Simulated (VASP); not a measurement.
Wanted: the native input for a VASP 6.6.1 run.

```
Task                   : single point
Functional             : PBE
Potentials or basis    : VASP PAW PBE potentials, release 64 (Sr_sv, Te)
Cutoff                 : 500 eV
k mesh                 : 4 × 4 × 4
Occupations            : gaussian, width 0.01 eV
Spin                   : no spin polarisation
Dipole correction      : no
Further INCAR settings : ALGO = Normal; EDIFF = 1e-06; NBANDS = 15
```

The structure of SrTe lies in POSCAR:

```
SrTe
1.0
    0.0000000000      3.3527582064      3.3527582064
    3.3527582064      0.0000000000      3.3527582064
    3.3527582064      3.3527582064      0.0000000000
Sr Te
1 1
Direct
    0.0000000000      0.0000000000      0.0000000000
    0.5000000000      0.5000000000      0.5000000000
```

One way to write it, as run:

INCAR

```
PREC = Accurate
ENCUT = 500
EDIFF = 1E-6
ISMEAR = 0
SIGMA = 0.01
LREAL = F
LASPH = T
NELM = 120
ALGO = Normal
ISIF = 2
LWAVE = F
LCHARG = F
GGA = PE
NBANDS = 15
GGA_COMPAT = F
```

KPOINTS

```
Automatic mesh
0
Gamma
  4 4 4
```

Potentials or basis: VASP PAW PBE potentials, release 64 (Sr_sv, Te).

The run is started by

```sh
$ cat potpaw_PBE.64/Sr_sv/POTCAR potpaw_PBE.64/Te/POTCAR > POTCAR
$ mpirun -np 1 vasp_std > vasp.out
```

Results of the run:

| Property | Result |
| --- | --- |
| Pressure | 0.4 GPa |
| Band gap on the k mesh | 1.74 eV, indirect (least direct gap 2.47 eV) |

Caveat: spin-orbit coupling is left out, which moves the levels of the heavy elements.

It took 6.2 s on 1 thread of AMD EPYC 9R45 96-Core Processor (Zen 5), with other jobs on the host, peak memory 0.17 GiB.
